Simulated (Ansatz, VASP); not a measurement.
**Two plane-wave programs on BaTiO3**

File INCAR:

```
PREC     = Accurate       # precision mode
ENCUT    = 520            # plane-wave cutoff, eV
EDIFF    = 1E-7           # SCF threshold, eV
ISMEAR   = 0              # smearing method
SIGMA    = 0.02           # smearing width, eV
LREAL    = False          # projectors in reciprocal space
LASPH    = True           # aspherical terms in the spheres
NELM     = 60             # most SCF steps
ALGO     = Normal         # electronic algorithm
ISIF     = 2              # what is computed and relaxed
LWAVE    = False          # write WAVECAR
LCHARG   = False          # write CHGCAR
GGA      = PS             # functional
NBANDS   = 28             # bands
```

KPOINTS

```
Automatic mesh
0
Gamma
  6 6 6
```

File POSCAR:

```
BaTiO3
1.0
    2.8193782869      1.6423719920      2.2963980085
   -2.8265732902      1.6079329908      2.3294340357
   -0.0334225516     -3.2905616540      2.3412718630
Ba Ti O
1 1 3
Direct
    0.0026354493      0.0148621033      0.0353983570
    0.5181817518      0.5016307606      0.5229100921
    0.4831800789      0.4750976295      0.9688660862
    0.4779043671      0.9706272881      0.4676554668
    1.0205296430      0.4990537475      0.4955453533
```

Input for Ansatz:

```yaml
crystal:
  lattice:
    - [2.8193782869, 1.642371992, 2.2963980085]
    - [-2.8265732902, 1.6079329908, 2.3294340357]
    - [-0.0334225516, -3.290561654, 2.341271863]
  atoms:
    - { symbol: Ba, position: [0.0026354493, 0.0148621033, 0.035398357] }
    - { symbol: Ti, position: [0.5181817518, 0.5016307606, 0.5229100921] }
    - { symbol: O, position: [0.4831800789, 0.4750976295, 0.9688660862] }
    - { symbol: O, position: [0.4779043671, 0.9706272881, 0.4676554668] }
    - { symbol: O, position: [1.020529643, 0.4990537475, 0.4955453533] }
basis:
  ecutwfc: 600
kpoints:
  mp_grid: { grid: [6, 6, 6] }
hamiltonian:
  xc: pbesol
scf:
  occupations: { method: gaussian, width: 0.02 }
output:
  forces: true
  stress: true
  eigenvalues: true
```

Change from the starting cell: ecut displaced: 600 eV.

Alike in both runs: task single point; functional PBEsol; k mesh 6 × 6 × 6; occupations gaussian, width 0.02 eV; no spin polarisation.

|  | VASP | Ansatz |
| --- | --- | --- |
| version | VASP 6.6.1 | Ansatz 0.2.0 |
| potentials or method | VASP PAW PBE potentials, release 64 (Ba_sv, Ti_sv, O), cutoff 520 eV | scalar-relativistic, plane waves, PAW |
| valence electrons in the cell | 40 | 40 |

```tsv
	VASP	Ansatz	Ansatz less VASP
gap on the k mesh at the Fermi level (eV)	2.09	2.15	+0.062
least direct gap on the mesh (eV)	2.46	2.48	+0.021
pressure (GPa)	1.8	-0.2	-1.97
traceless stress, the component that is largest in VASP (GPa)	-1.89	-1.78	+0.106
rms of the force components (eV/Å)	0.641	0.614	-0.0274
```

VASP's potentials were made for PBE, not for PBEsol. Atom by atom the forces differ by 0.060 eV/Å (rms over components). The functional is the same, so the differences come from potentials, cutoffs and numerics.

Spin-orbit coupling is off throughout.
